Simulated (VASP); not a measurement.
Crystal: NbTe.

```
Te Nb
1.0
     3.70297    0.00000    0.00000
    -1.85149    3.20687    0.00000
     0.00000    0.00000    3.69421
Te Nb
1 1
Direct
  0.66667 0.33333 0.00000
  0.00000 0.00000 0.50000
```

Base run:

* Program: VASP 6.6.1
* Functional: PBEsol
* Potentials or basis: VASP PAW PBE potentials, release 64 (Te, Nb_sv)
* Cutoff: 520 eV
* k mesh: 8 × 8 × 7
* Occupations: fermi-dirac, width 0.05 eV
* Spin: no spin polarisation
* Hubbard terms: Nb d U = 8.0 eV

Its results: pressure 1.5 GPa.

The run is repeated on the same cell with these changes: hubbard terms from Nb d U = 8.0 eV to Nb d U = 6.0 eV. What comes out?

Pressure -0.2 GPa.

Caveats: the PAW data sets were made with another functional, which shifts forces and pressure a little; U without spin polarisation on a metal has little footing; the U is typed as a test and isn't derived for this compound.
